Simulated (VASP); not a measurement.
# BP4 (P6/mmm) in VASP: further runs

Runs on BP4. Level: PBE. Tasks: single point.

All numbers are computed with VASP 6.6.1; they aren't measurements. Logs are shortened: lines on timing, memory, paths and dates and some standing lists are left out, and cuts for length are marked.

### Step 1. The cell of the first run

The structure is hexagonal, space group P6/mmm (No. 191). Conventional cell: a = 4.957 Å, b = 4.957 Å, c = 3.723 Å, α = 90.00°, β = 90.00°, γ = 120.00°. B (site symmetry 6/mmm) has 8 P at 1.86 to 2.48 Å within 2.5 Å. Within 3.3 Å of P (site symmetry mmm) lie 8 P at 2.48 to 3.10 Å and 2 B at 2.48 Å. P (site symmetry 6/mmm) has 2 B at 1.86 Å within 2.5 Å.

The cell was generated, and may not be a known phase.

### Step 2. Single point, PBE

INCAR

```
ALGO     = Normal         # electronic algorithm
EDIFF    = 1E-6           # SCF threshold, eV
ENCUT    = 520            # plane-wave cutoff, eV
GGA      = PE             # functional
ISIF     = 2              # what is computed and relaxed
ISMEAR   = 0              # smearing method
LASPH    = T              # aspherical terms in the spheres
LCHARG   = F              # write CHGCAR
LREAL    = F              # projectors in reciprocal space
LWAVE    = F              # write WAVECAR
NBANDS   = 20             # bands
NELM     = 60             # most SCF steps
PREC     = Accurate       # precision mode
SIGMA    = 0.1            # smearing width, eV
```

KPOINTS

```
k-points
0
Gamma
  6 6 4
```

POSCAR

```
BP4
1.0
    4.9572556413      0.0000000035      0.0000000000
   -2.4786278237      4.2931093166      0.0000000000
    0.0000000000      0.0000000000      3.7232539030
B P
1 4
Direct
    0.0000000000      0.0000000000      0.5000000000
    0.5000000000      0.0000000000      0.5000000000
    0.0000000000      0.5000000000      0.5000000000
    0.5000000000      0.5000000000      0.5000000000
    0.0000000000      0.0000000000      0.0000000000
```

Potentials or basis: VASP PAW PBE potentials, release 64 (B, P).

The run is started by

```sh
$ cat potpaw_PBE.64/B/POTCAR potpaw_PBE.64/P/POTCAR > POTCAR
$ mpirun -np 1 vasp_std > vasp.out
```

OUTCAR:

```text
EDIFF = 1E-6
   ENCUT = 520
   GGA = PE
   ISIF = 2
   ISMEAR = 0
   LASPH = T
   LREAL = F
   NELM = 60
   PREC = Accurate

 ion  position               nearest neighbor table
   1  0.000  0.000  0.500-   5 1.86   5 1.86   4 2.48   4 2.48   3 2.48   3 2.48   2 2.48   2 2.48

   2  0.500  0.000  0.500-   3 2.48   3 2.48   4 2.48   4 2.48   1 2.48   1 2.48
   3  0.000  0.500  0.500-   2 2.48   2 2.48   1 2.48   1 2.48   4 2.48   4 2.48
   4  0.500  0.500  0.500-   1 2.48   1 2.48   2 2.48   2 2.48   3 2.48   3 2.48
   5  0.000  0.000  0.000-   1 1.86   1 1.86

  LATTYP: Found a hexagonal cell.
 ALAT       =     4.9572556413
 C/A-ratio  =     0.7510715953

  Lattice vectors:

 A1 = (   4.9572556413,   0.0000000035,   0.0000000000)
 A2 = (  -2.4786278237,   4.2931093166,   0.0000000000)
 A3 = (   0.0000000000,   0.0000000000,   3.7232539030)

Analysis of symmetry for initial positions (statically):
=====================================================================
 Subroutine PRICEL returns:
 Original cell was already a primitive cell.

 Routine SETGRP: Setting up the symmetry group for a
 hexagonal supercell.

 Subroutine GETGRP returns: Found 24 space group operations
 (whereof 24 operations were pure point group operations)
 out of a pool of 24 trial point group operations.

The static configuration has the point symmetry D_6h.

Analysis of symmetry for dynamics (positions and initial velocities):
=====================================================================
 Subroutine PRICEL returns:
 Original cell was already a primitive cell.

 Routine SETGRP: Setting up the symmetry group for a
 hexagonal supercell.

 Subroutine GETGRP returns: Found 24 space group operations
 (whereof 24 operations were pure point group operations)
 out of a pool of 24 trial point group operations.

The dynamic configuration has the point symmetry D_6h.

 Subroutine INISYM returns: Found 24 space group operations
 (whereof 24 operations are pure point group operations),
 and found     1 'primitive' translations

----------------------------------------------------------------------------------------

                                     Primitive cell

  volume of cell :      79.2384
[... 88 lines left out ...]
   LASPH  =      T    aspherical Exc in radial PAW
   ENCUT  =  520.0 eV  38.22 Ry    6.18 a.u.   9.22  9.22  6.92*2*pi/ulx,y,z
   NELM   =     60;   NELMIN=  2; NELMDL= -5     # of ELM steps
   EDIFF  = 0.1E-05   stopping-criterion for ELM
   LREAL  =      F    real-space projection
   EDIFFG = 0.1E-04   stopping-criterion for IOM
   NSW    =      0    number of steps for IOM
   IBRION =     -1    ionic relax: 0-MD 1-quasi-New 2-CG
   NFREE  =      0    steps in history (QN), initial steepest desc. (CG)
   ISIF   =      2    stress and relaxation
   ISYM   =      2    0-nonsym 1-usesym 2-fastsym
   POTIM  = 0.5000    time-step for ionic-motion
   TEBEG  =    0.0;   TEEND  =   0.0 temperature during run
   PSTRESS=    0.0 pullay stress
   NELECT =      23.0000    total number of electrons
   NUPDOWN=      -1.0000    fix difference up-down
   EMIN   =  10.00;   EMAX   =-10.00  energy-range for DOS
   EFERMI =   0.00;   METHOD = LEGACY
   ISMEAR =     0;   SIGMA  =   0.10  broadening in eV -4-tet -1-fermi 0-gaus
   EFERMI_NEDOS =   21; number of points for ismear=-14 and -15
   IALGO  =     38    algorithm
   IMIX   =      4    mixing-type and parameters
     AMIX     =   0.40;   BMIX     =  1.00
     AMIX_MAG =   1.60;   BMIX_MAG =  1.00
  volume/ion in A,a.u.               =      15.85       106.95
  Fermi-wavevector in a.u.,A,eV,Ry     =   1.083941  2.048351 15.985854  1.174927
  Thomas-Fermi vector in A             =   2.220019
   LORBIT       =      0    0 simple, 1 ext, 2 COOP (PROOUT), +10 PAW based schemes
   GGA     = PE    functional components
   LHFCALC =     F    Hartree Fock is set to
   AEXX    =    0.0000 exact exchange contribution
   IVDW    =     0    specifies the selected vdW correction
   LEPSILON=     F    determine dielectric tensor
   LRPA    =     F    only Hartree local field effects (RPA)
 non-spin polarized calculation
 Gauss-broadening in eV      SIGMA  =   0.10
  energy-cutoff  :      520.00
  volume of cell :       79.24
 maximum number of plane-waves:      2152
 NGX is ok and might be reduce to    40
   NGX = 19   NGY = 19   NGZ = 13

 number of electron      23.0000001 magnetization

 Free energy of the ion-electron system (eV)
  ---------------------------------------------------
  ext. energy  EPLUGINS =         0.00000000
  ---------------------------------------------------
  free energy    TOTEN  =       -22.80910098 eV

  energy without entropy =      -22.79959348  energy(sigma->0) =      -22.80434723

 E-fermi :   6.8336     XC(G=0): -10.4221

 val. band max:        6.7881796981   @ k =   0.3333   0.1667   0.5000
 cond. band min:       6.8594273549   @ k =   0.5000   0.0000   0.0000
 fundamental gap:      0.0712476567
 Fermi energy:         6.8335668832

 k-point     1 :       0.0000    0.0000    0.0000
  band No.  band energies     occupation
      1      -8.6366      2.00000
      2      -3.7688      2.00000
      3      -1.2522      2.00000
      4      -1.2522      2.00000
      5      -0.4596      2.00000
      6      -0.4596      2.00000
[... 472 lines left out ...]
     19      11.3438      0.00000
     20      13.9169      0.00000

------------------------ aborting loop because EDIFF is reached ----------------------------------------

  FORCE on cell =-STRESS in cart. coord.  units (eV):
  Direction    XX          YY          ZZ          XY          YZ          ZX
  --------------------------------------------------------------------------------------
  -------------------------------------------------------------------------------------
  Total        0.0379395      0.0379395     -0.0340436     -0.0000000      0.0000000     -0.0000000
  in kB        0.7671256      0.7671256     -0.6883509     -0.0000000      0.0000000     -0.0000000
  external PRESSURE =       0.2819668 kB  Pullay stress =       0.0000000 kB

 VOLUME and BASIS-vectors are now :
 -----------------------------------------------------------------------------
  energy-cutoff  :      520.00
  volume of cell :       79.24
      direct lattice vectors                 reciprocal lattice vectors
     4.957255641  0.000000003  0.000000000     0.201724517  0.116465704  0.000000000
    -2.478627824  4.293109317  0.000000000    -0.000000000  0.232931408  0.000000000
     0.000000000  0.000000000  3.723253903     0.000000000  0.000000000  0.268582274

 POSITION                                       TOTAL-FORCE (eV/Angst)
 -----------------------------------------------------------------------------------
      0.00000      0.00000      1.86163        -0.000000      0.000000      0.000000
      2.47863      0.00000      1.86163         0.000000      0.000000      0.000000
     -1.23931      2.14655      1.86163        -0.000000      0.000000      0.000000
      1.23931      2.14655      1.86163        -0.000000      0.000000      0.000000
      0.00000      0.00000      0.00000        -0.000000      0.000000      0.000000
 -----------------------------------------------------------------------------------
    total drift:                                0.000000      0.000000     -0.000000

  FREE ENERGIE OF THE ION-ELECTRON SYSTEM (eV)
  ---------------------------------------------------
  free  energy   TOTEN  =       -22.8091009847 eV

  energy  without entropy=      -22.7995934845  energy(sigma->0) =      -22.80434723
```

OSZICAR:

```text
N       E                     dE             d eps       ncg     rms          rms(c)
DAV:   1     0.651104139480E+02    0.65110E+02   -0.96054E+03   840   0.959E+02
DAV:   2    -0.190774581256E+02   -0.84188E+02   -0.81414E+02  1108   0.165E+02
DAV:   3    -0.233963248665E+02   -0.43189E+01   -0.42527E+01  1040   0.336E+01
DAV:   4    -0.234516883417E+02   -0.55363E-01   -0.55304E-01  1092   0.449E+00
DAV:   5    -0.234524397047E+02   -0.75136E-03   -0.75130E-03  1060   0.513E-01    0.965E+00
DAV:   6    -0.228476292865E+02    0.60481E+00   -0.20873E+00   980   0.667E+00    0.515E+00
DAV:   7    -0.228179202230E+02    0.29709E-01   -0.24633E-01   996   0.252E+00    0.273E+00
DAV:   8    -0.228090049318E+02    0.89153E-02   -0.27493E-02  1044   0.906E-01    0.474E-01
DAV:   9    -0.228090900645E+02   -0.85133E-04   -0.25373E-03  1068   0.253E-01    0.155E-01
DAV:  10    -0.228090995914E+02   -0.95269E-05   -0.24133E-04  1032   0.799E-02    0.386E-02
DAV:  11    -0.228090984192E+02    0.11722E-05   -0.37197E-05  1056   0.310E-02    0.127E-02
DAV:  12    -0.228091008472E+02   -0.24280E-05   -0.45402E-06   968   0.120E-02    0.588E-03
DAV:  13    -0.228091009847E+02   -0.13750E-06   -0.57519E-07   616   0.393E-03
   1 F= -.22809101E+02 E0= -.22804347E+02  d E =-.950750E-02
```

Wall time 45 s (1 thread of Intel Xeon 8259CL, shared host); peak memory 0.2 GiB.

What came out:

```yaml
Free_energy: -22.8091 eV
Pressure: 0.0 GPa
Band_gap_on_the_k_mesh: zero (an odd number of electrons rules out a gap without spin polarisation)
```

Levels at points of the mesh, in eV from the Fermi level:
```tsv
k point	band 8	band 9	band 10	band 11	band 12	band 13	band 14	band 15
(0.00, 0.00, 0.00)	-6.55	-1.92	-1.42	1.18	1.18	1.76	1.76	5.04
(0.50, 0.00, 0.00)	-2.83	-1.81	-1.39	-1.12	0.03	0.30	1.19	1.58
(0.00, 0.00, 0.50)	-6.34	-3.99	-2.18	-2.18	-0.65	-0.65	3.47	4.47
(0.50, 0.00, 0.50)	-2.81	-2.55	-2.02	-1.34	-0.96	1.36	1.42	1.69
```

Caveat: the k points lie up to 0.42 Å⁻¹ apart, too coarse for converged energies and pressures of a metal.

(Part 1 of 2 ends here.)

The gap in the log of VASP goes by the Fermi energy; the results here count the filled bands.